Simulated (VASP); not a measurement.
Input of a VASP 6.6.1 run:

Contents of INCAR:

```
  ALGO = Normal
  DIPOL = 0.5 0.5 0.500
  EDIFF = 1E-6
  ENCUT = 520
  GGA = PE
  IDIPOL = 3
  ISIF = 2
  ISMEAR = -1
  LASPH = True
  LCHARG = False
  LDIPOL = True
  LREAL = False
  LWAVE = False
  NBANDS = 20
  NELM = 60
  PREC = Accurate
  SIGMA = 0.05
```

KPOINTS

```
k-points
0
Gamma
  10 10 1
```

File POSCAR:

```
Sb
1.0
    3.3880510169      0.0000000000      0.0000000000
    0.0000000000      3.3880510169      0.0000000000
    0.0000000000      0.0000000000     25.5829000000
Sb
5
Direct
    0.0000000000      0.0000000000      0.3127097517
    0.5000000000      0.5000000000      0.4063548756
    0.0000000000      0.0000000000      0.5000000000
    0.5000000000      0.5000000000      0.5936451244
    0.0000000000      0.0000000000      0.6872902483
```

Potentials or basis: VASP PAW PBE potentials, release 64 (Sb).

Run with:

```sh
$ cat potpaw_PBE.64/Sb/POTCAR > POTCAR
$ mpirun -np 1 vasp_std > vasp.out
```

Question: What does it give for the largest force?

Answer: 0.372 eV/Å.

Forces in eV/Å, atoms in the order of the input:
```
Sb   0.000  0.000  0.354
Sb   0.000  0.000 -0.372
Sb   0.000  0.000  0.000
Sb   0.000  0.000  0.372
Sb   0.000  0.000 -0.354
```
